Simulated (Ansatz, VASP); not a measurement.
**One calculation of TiSi, two programs**

```
Ti Si
1.0
     1.81618   -2.11762    0.00000
     1.81618    2.11762    0.00000
     0.00000    0.00000    3.80393
Ti Si
1 1
Cartesian
  1.8162 0.0000 0.0000
  0.0000 0.0000 1.9020
```

Alike in both runs: task single point; functional PBEsol; k mesh 6 × 6 × 6; occupations gaussian, width 0.1 eV; no spin polarisation.

```csv
,VASP,Ansatz
version,VASP 6.6.1,Ansatz 0.2.0
potentials or method,"VASP PAW PBE potentials, release 64 (Ti_sv, Si), cutoff 500 eV","scalar-relativistic, plane waves, PAW"
valence electrons in the cell,16,16
```

Ansatz gave:

- gap on the k mesh at the Fermi level (eV): none
- pressure (GPa): -4.2
- traceless stress, the component that is largest in VASP (GPa): 1.08

Task: Which values does VASP return?

Result: gap on the k mesh at the Fermi level (eV): none; pressure (GPa): -4.1; traceless stress, the component that is largest in VASP (GPa): 1.01.

VASP's potentials were made for PBE, not for PBEsol. A gap of «none» marks a metal or a gap that the smearing closes.

The k mesh is coarse, so the values compare programs but aren't converged.
